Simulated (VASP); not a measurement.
# Al8N7 (a cell with a defect) in VASP: a series of runs, part 2 of 2

VASP 6.6.1. Earlier steps stand in the parts before.

## (4) Single point, LDA (atom 9 moved 0.000 of the way to it and -0.250 Å across, host rigid)

The input, INCAR:

```
SYSTEM = Al8N7
PREC = Accurate
ENCUT = 520
EDIFF = 1E-6
ISMEAR = 0
SIGMA = 0.05
LREAL = Auto
LASPH = .TRUE.
NELM = 100
ALGO = Normal
ISIF = 2
LWAVE = .FALSE.
LCHARG = .FALSE.
NBANDS = 42
NELECT = 56.0
```

The input, KPOINTS:

```
regular mesh
0
G
  4 4 4
  0 0 0
```

The input, POSCAR:

```
Al8N7
1.0
   -4.0109247379      4.0109247379      0.0000000000
   -4.0109247379      0.0000000000      4.0109247379
    0.0000000000      4.0109247379      4.0109247379
Al N
8 7
Direct
    0.7500000000      0.7500000000      0.7500000000
    0.2500000000      0.7500000000      0.7500000000
    0.7500000000      0.2500000000      0.7500000000
    0.7500000000      0.7500000000      0.2500000000
    0.2500000000      0.2500000000      0.7500000000
    0.2500000000      0.7500000000      0.2500000000
    0.7500000000      0.2500000000      0.2500000000
    0.2500000000      0.2500000000      0.2500000000
    0.5311648830      0.9688351170      0.4688351170
    1.0000000000      0.5000000000      0.5000000000
    1.0000000000      1.0000000000      0.0000000000
    0.5000000000      0.5000000000      0.5000000000
    0.5000000000      1.0000000000      0.0000000000
    1.0000000000      0.5000000000      0.0000000000
    0.5000000000      0.5000000000      0.0000000000
```

Potentials or basis: VASP PAW LDA potentials, release 64 (Al, N).

Command:

```
$ cat potpaw_LDA.64/Al/POTCAR potpaw_LDA.64/N/POTCAR > POTCAR
$ mpirun -np 1 vasp_std > vasp.out
```

OUTCAR:

```text
SYSTEM = Al8N7
   PREC = Accurate
   ENCUT = 520
   EDIFF = 1E-6
   ISMEAR = 0
   LREAL = Auto
   LASPH = .TRUE.
   NELM = 100
   ISIF = 2
   NELECT = 56.0

 ion  position               nearest neighbor table
   1  0.750  0.750  0.750-  10 2.01  13 2.01  14 2.01  15 2.01   9 2.02   4 2.84   2 2.84   3 2.84
                             4 2.84   6 2.84   7 2.84   3 2.84   5 2.84   7 2.84   2 2.84   5 2.84
   2  0.250  0.750  0.750-  11 2.01  12 2.01  14 2.01  15 2.01   9 2.02   6 2.84   1 2.84   5 2.84
[... 1020 lines left out ...]
  volume of cell :      129.05
      direct lattice vectors                 reciprocal lattice vectors
    -4.010924738  4.010924738  0.000000000    -0.124659532  0.124659532 -0.124659532
    -4.010924738  0.000000000  4.010924738    -0.124659532 -0.124659532  0.124659532
     0.000000000  4.010924738  4.010924738     0.124659532  0.124659532  0.124659532

 POSITION                                       TOTAL-FORCE (eV/Angst)
 -----------------------------------------------------------------------------------
     -6.01639      6.01639      6.01639         2.614930      0.014380     -0.163320
     -4.01092      4.01092      6.01639         0.014380      2.614930     -0.163320
     -4.01092      6.01639      4.01092        -0.000000      0.000000      2.634719
     -6.01639      4.01092      4.01092         0.000000     -0.000000     -2.598377
     -2.00546      4.01092      4.01092         0.000000     -0.000000      0.092805
     -4.01092      2.00546      4.01092        -0.000000      0.000000     -2.638692
     -4.01092      4.01092      2.00546        -0.014380     -2.614930     -0.163320
     -2.00546      2.00546      2.00546        -2.614930     -0.014380     -0.163320
     -6.01639      4.01092      5.76639         0.000000     -0.000000      5.263685
     -2.00546      2.00546      4.01092         0.015453      0.653972     -0.538495
      0.00000      0.00000      0.00000        -0.653972     -0.015453     -0.538495
     -4.01092      4.01092      4.01092         0.653972      0.015453     -0.538495
     -2.00546      2.00546      0.00000        -0.015453     -0.653972     -0.538495
     -2.00546      0.00000      2.00546         0.000000     -0.000000     -0.002230
     -4.01092      2.00546      2.00546         0.000000     -0.000000      0.055350
 -----------------------------------------------------------------------------------
    total drift:                               -0.000000      0.000000      0.001663

  FREE ENERGIE OF THE ION-ELECTRON SYSTEM (eV)
  ---------------------------------------------------
  free  energy   TOTEN  =      -145.3691457412 eV

  energy  without entropy=     -145.3608826982  energy(sigma->0) =     -145.36501422
```

stdout:

```text
POSCAR found type information on POSCAR AlN
 POSCAR found :  2 types and      15 ions
 scaLAPACK will be used
 LDA part: xc-table for (Slater(with rela. corr.)+CA(PZ))
 , standard interpolation
 POSCAR, INCAR and KPOINTS ok, starting setup
 FFT: planning ... GRIDC
 FFT: planning ... GRID_SOFT
 FFT: planning ... GRID
 WAVECAR not read
 entering main loop
 the old and the new charge density differ
 old charge density:    59.00000 new   56.00000
    0.205E+01
```

It took 8 min on 1 thread of Intel Xeon Platinum 8488C (Sapphire Rapids), shared host; peak memory 0.23 GiB.

What came out:

| Item | Value |
| --- | --- |
| Free energy | -145.3691 eV |
| Largest force | 5.264 eV/Å |

Forces in eV/Å, atoms in the order of the input:
```
Al   2.615  0.014 -0.163
Al   0.014  2.615 -0.163
Al   0.000  0.000  2.635
Al   0.000  0.000 -2.598
Al   0.000  0.000  0.093
Al   0.000  0.000 -2.639
Al  -0.014 -2.615 -0.163
Al  -2.615 -0.014 -0.163
N    0.000  0.000  5.264
N    0.015  0.654 -0.538
N   -0.654 -0.015 -0.538
N    0.654  0.015 -0.538
N   -0.015 -0.654 -0.538
N    0.000  0.000 -0.002
N    0.000  0.000  0.055
```

Levels at points of the mesh, in eV from the Fermi level:
```tsv
k point	band 24	band 25	band 26	band 27	band 28	band 29	band 30	band 31	band 32	band 33
(0.00, 0.00, 0.00)	-0.59	-0.55	-0.50	0.25	0.27	0.31	5.64	5.67	5.83	5.95
(0.50, 0.00, 0.00)	-1.36	-0.69	-0.68	-0.25	-0.04	0.02	2.51	5.73	5.74	7.31
(0.00, 0.50, 0.00)	-1.40	-0.78	-0.66	-0.14	0.00	0.00	2.47	5.45	5.72	7.28
(0.50, 0.50, 0.00)	-1.01	-0.75	-0.73	-0.62	-0.54	0.55	2.36	4.93	4.95	8.11
(0.00, 0.50, 0.50)	-1.06	-0.73	-0.67	-0.63	-0.55	0.58	2.32	4.80	4.92	8.37
```

Caveat: the cell carries a net charge on a neutralising background, which shifts energy and pressure; the cell differs from its parent crystal (atom 9 moved 0.000 of the way to it and -0.250 Å across, host rigid); the cell is charged against a uniform background, so pressure and absolute levels hang on convention.

## (5) Single point, LDA (atom 9 moved 0.000 of the way to it and -0.500 Å across, host rigid)

The input, INCAR:

```
SYSTEM = Al8N7
PREC = Accurate ; ENCUT = 520
EDIFF = 1E-6 ; ISMEAR = 0
SIGMA = 0.05 ; LREAL = Auto
LASPH = .True. ; NELM = 60
ALGO = Normal ; ISIF = 2
LWAVE = .False. ; LCHARG = .False.
NBANDS = 42 ; NELECT = 56.0
```

The input, KPOINTS:

```
regular mesh
0
Gamma
  4 4 4
  0 0 0
```

Changes to POSCAR since step 4:

```diff
@@ -16,3 +16,3 @@
     0.2500000000      0.2500000000      0.2500000000
-    0.5311648830      0.9688351170      0.4688351170
+    0.5623297659      0.9376702341      0.4376702341
     1.0000000000      0.5000000000      0.5000000000
```

Command:

```
$ cat potpaw_LDA.64/Al/POTCAR potpaw_LDA.64/N/POTCAR > POTCAR
$ mpirun -np 1 vasp_std > vasp.out
```

Run time: 8.3 min. Hardware: 1 thread of Intel Xeon Platinum 8488C (Sapphire Rapids), shared host; peak memory 0.23 GiB.

The run converged. Its results:

- Free energy: -142.7098 eV
- Largest force: 18.136 eV/Å

Forces in eV/Å, atoms in the order of the input:
```
Al    2.532   0.067  -0.368
Al    0.067   2.532  -0.368
Al    0.000   0.000   2.570
Al    0.000   0.000 -13.422
Al    0.000   0.000   0.871
Al    0.000   0.000  -2.593
Al   -0.067  -2.532  -0.368
Al   -2.532  -0.067  -0.368
N     0.000   0.000  18.136
N     0.037   1.263  -1.044
N    -1.263  -0.037  -1.044
N     1.263   0.037  -1.044
N    -0.037  -1.263  -1.044
N     0.000   0.000   0.002
N     0.000   0.000   0.085
```

Levels at points of the mesh, in eV from the Fermi level:
| k point | band 25 | band 26 | band 27 | band 28 | band 29 | band 30 | band 31 | band 32 |
| --- | --- | --- | --- | --- | --- | --- | --- | --- |
| (0.00, 0.00, 0.00) | -0.55 | -0.51 | 0.16 | 0.20 | 0.34 | 5.08 | 5.19 | 5.67 |
| (0.50, 0.00, 0.00) | -0.74 | -0.69 | -0.36 | -0.12 | 0.10 | 2.59 | 5.68 | 5.73 |
| (0.00, 0.50, 0.00) | -0.93 | -0.58 | -0.02 | -0.02 | 0.00 | 2.46 | 4.80 | 5.70 |
| (0.50, 0.50, 0.00) | -0.79 | -0.75 | -0.58 | -0.49 | 0.49 | 2.45 | 4.92 | 4.97 |
| (0.00, 0.50, 0.50) | -0.73 | -0.71 | -0.62 | -0.43 | 0.59 | 2.31 | 4.42 | 4.90 |

Caveat: the cell carries a net charge on a neutralising background, which shifts energy and pressure; the cell differs from its parent crystal (atom 9 moved 0.000 of the way to it and -0.500 Å across, host rigid); the cell is charged against a uniform background, so pressure and absolute levels hang on convention.

## (6) Single point, LDA (atom 9 moved 0.250 of the way to it and +0.000 Å across, host rigid)

The input, INCAR:

```
SYSTEM = Al8N7
PREC = Accurate ; ENCUT = 520
EDIFF = 1E-6 ; ISMEAR = 0
SIGMA = 0.05 ; LREAL = Auto
LASPH = .TRUE. ; NELM = 80
ALGO = Normal ; ISIF = 2
LWAVE = .FALSE. ; LCHARG = .FALSE.
GGA = CA ; NBANDS = 42
NELECT = 56.0
```

The input, KPOINTS:

```
Automatic mesh
0
G
  4 4 4
  0 0 0
```

Changes to POSCAR since step 5:

```diff
@@ -16,3 +16,3 @@
     0.2500000000      0.2500000000      0.2500000000
-    0.5623297659      0.9376702341      0.4376702341
+    0.3750000000      1.0000000000      0.5000000000
     1.0000000000      0.5000000000      0.5000000000
```

Potentials or basis: VASP PAW LDA potentials, release 64 (Al, N).

Command:

```
$ cat potpaw_LDA.64/Al/POTCAR potpaw_LDA.64/N/POTCAR > POTCAR
$ mpirun -np 1 vasp_std > vasp.out
```

Run time: 6.9 min. Hardware: 1 thread of Intel Xeon Platinum 8488C (Sapphire Rapids), shared host; peak memory 0.23 GiB.

Results (log left out):

| Quantity | Value |
| --- | --- |
| Free energy | -142.7273 eV |
| Largest force | 9.421 eV/Å |

Forces on the atoms (eV/Å):
```
Al   3.149  1.243  0.000
Al   7.893  5.144  0.000
Al   0.028 -0.028  2.910
Al   0.439 -0.439 -0.517
Al   0.439 -0.439  0.517
Al   0.028 -0.028 -2.910
Al  -1.243 -3.149  0.000
Al  -5.144 -7.893  0.000
N   -6.496  6.496  0.000
N   -0.268 -0.831  1.435
N    0.831  0.268  1.435
N    0.831  0.268 -1.435
N   -0.268 -0.831 -1.435
N   -0.076  0.076  0.000
N   -0.143  0.143  0.000
```

Levels at points of the mesh, in eV from the Fermi level:
| k point | band 25 | band 26 | band 27 | band 28 | band 29 | band 30 | band 31 | band 32 |
| --- | --- | --- | --- | --- | --- | --- | --- | --- |
| (0.00, 0.00, 0.00) | -0.63 | -0.62 | -0.05 | 0.21 | 0.29 | 4.20 | 5.80 | 5.86 |
| (0.50, 0.00, 0.00) | -0.76 | -0.74 | -0.40 | -0.38 | 0.16 | 2.53 | 4.80 | 5.64 |
| (0.00, 0.50, 0.00) | -0.98 | -0.69 | -0.12 | 0.01 | 0.02 | 2.41 | 4.80 | 5.59 |
| (0.50, 0.50, 0.00) | -0.87 | -0.76 | -0.73 | -0.30 | 0.70 | 2.54 | 4.06 | 4.78 |
| (0.00, 0.50, 0.50) | -1.08 | -0.74 | -0.68 | -0.45 | 0.32 | 2.17 | 4.61 | 4.94 |

Caveat: the cell carries a net charge on a neutralising background, which shifts energy and pressure; the cell differs from its parent crystal (atom 9 moved 0.250 of the way to it and +0.000 Å across, host rigid); the cell is charged against a uniform background, so pressure and absolute levels hang on convention.
